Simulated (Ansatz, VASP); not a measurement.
## MoSe: VASP beside Ansatz

```
Mo Se
1.0
     0.00000    2.57485    2.57485
     2.57485    0.00000    2.57485
     2.57485    2.57485    0.00000
Mo Se
1 1
Direct
  0.00000 0.00000 0.00000
  0.50000 0.50000 0.50000
```

Alike in both runs: functional PBEsol; k mesh 14 × 14 × 14; occupations gaussian, width 0.1 eV; no spin polarisation.

Ansatz relaxed the structure, and its values are those at the end. VASP's run is a single point on that final structure, the one shown.

|  | VASP | Ansatz |
| --- | --- | --- |
| version | VASP 6.6.1 | Ansatz 0.2.0 |
| potentials or method | VASP PAW PBE potentials, release 64 (Mo_sv, Se), cutoff 520 eV | scalar-relativistic, plane waves, PAW |
| valence electrons in the cell | 20 | 30 |

```csv
,VASP,Ansatz,Ansatz less VASP
gap on the k mesh at the Fermi level (eV),none,none,-
pressure (GPa),0.4,0.0,-0.39
```

VASP's potentials were made for PBE, not for PBEsol. A gap of «none» marks a metal or a gap that the smearing closes. VASP's potentials hold 20 valence electrons a cell and Ansatz's 30, so a difference there can come from the potentials and not from the codes.
